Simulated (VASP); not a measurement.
Ti:

```
Ti
1.0
     0.00000    1.87246    1.87246
     1.87246    0.00000    1.87246
     1.87246    1.87246    0.00000
Ti
1
Direct
  0.00000 0.00000 0.00000
```

Base run:

* Program: VASP 6.6.1
* Functional: LDA
* Potentials or basis: VASP PAW LDA potentials, release 64 (Ti_sv)
* Cutoff: 520 eV
* k mesh: 22 × 22 × 22
* Occupations: gaussian, width 0.15 eV
* Spin: collinear spin, ferromagnetic start
* Starting moments: [1.0] μB
* Fixed moment: 1 μB

Its results: pressure 39.9 GPa; site moments Ti +0.77 μB.

Task: The run is repeated on the same cell with these changes: fixed moment from 1 μB to 0.5 μB; moments at the start from [1.0] to [0.5]. What comes out?

Result: Pressure 34.8 GPa; site moments Ti +0.39 μB.

Caveats: the total moment is fixed, so each spin has its own Fermi level.
